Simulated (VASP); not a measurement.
CdO5:

```
Cd O
1.0
     3.77967    0.00000    0.00000
    -1.88984    3.27329    0.00000
     0.00000    0.00000    8.85548
Cd O
1 5
Direct
  0.00000 0.00000 0.00000
  0.00000 0.00000 0.56853
  0.00000 0.00000 0.43147
  0.66667 0.33333 0.56850
  0.66667 0.33333 0.43150
  0.33333 0.66667 0.00000
```

```yaml
Program: VASP 6.6.1
Task: relaxation of cell and atoms
Functional: PBE
Potentials_or_basis: VASP PAW PBE potentials, release 64 (Cd, O)
Cutoff: 600 eV
k_mesh: 12 × 12 × 4
Occupations: gaussian, width 0.1 eV
Spin: no spin polarisation
```

At the start: pressure 1.5 GPa; volume 18.26 Å³/atom.

Where does the relaxation end?

Over 72 steps the energy falls by 5.6 meV/atom and the volume is 16.67 Å³/atom (-8.7 %); space group P-6m2 (No. 187, to 0.1 Å) before and after.

The path:
```
step  energy change (eV)  largest force (eV/Å)  pressure (GPa)  volume (Å³)
   1              0.0000                1.2246            1.48       109.56
   3             -0.0182                0.1755           -0.15       109.86
   5             -0.0187                0.0153            0.07       109.81
   7             -0.0193                0.0366           -0.04       109.92
   9             -0.0198                0.0772           -0.32       109.85
  11             -0.0199                0.1427           -0.38       109.70
  13             -0.0205                0.1396           -0.36       109.42
  15             -0.0228                0.1203           -0.24       108.27
  17             -0.0292                0.2579            0.39       103.72
  19             -0.0280                0.5811            0.92       101.85
  21             -0.0288                0.5260            0.92       101.36
  23             -0.0300                0.3149            0.90        99.13
  25             -0.0313                0.1687            0.66        99.73
  27             -0.0322                0.0784            0.28       100.78
  29             -0.0327                0.0498            0.23       101.25
  31             -0.0328                0.0983            0.21       101.48
  33             -0.0330                0.0094            0.02       101.74
  35             -0.0329                0.0142            0.06       101.69
  37             -0.0330                0.0046            0.05       101.72
  39             -0.0330                0.0050            0.03       101.75
  41             -0.0330                0.0287            0.00       101.81
  43             -0.0330                0.0066           -0.04       101.85
  45             -0.0330                0.0030           -0.07       101.86
  47             -0.0330                0.0046           -0.07       101.85
  49             -0.0330                0.0184           -0.06       101.80
  51             -0.0330                0.0902           -0.09       101.60
  53             -0.0331                0.0602           -0.08       101.68
  55             -0.0331                0.0596           -0.07       101.64
  57             -0.0332                0.0550           -0.07       101.52
  59             -0.0335                0.0406           -0.08       101.02
  61             -0.0336                0.0205           -0.11       100.18
  63             -0.0336                0.0253           -0.11       100.16
  65             -0.0336                0.0223           -0.09       100.17
  67             -0.0336                0.0284           -0.04       100.11
  69             -0.0337                0.0224           -0.03       100.05
  71             -0.0337                0.0247           -0.02       100.03
  72             -0.0337                0.0047            0.00       100.02
```

Final structure:
```
Cd O
1.0
     3.78607    0.00000    0.00000
    -1.89304    3.27884    0.00000
     0.00000    0.00000    8.05704
Cd O
1 5
Direct
  0.00000 0.00000 0.00000
  0.00000 0.00000 0.57635
  0.00000 0.00000 0.42365
  0.66667 0.33333 0.57628
  0.66667 0.33333 0.42372
  0.33333 0.66667 0.00000
```

Caveat: the standard files for N, O and F lose accuracy on very short bonds.
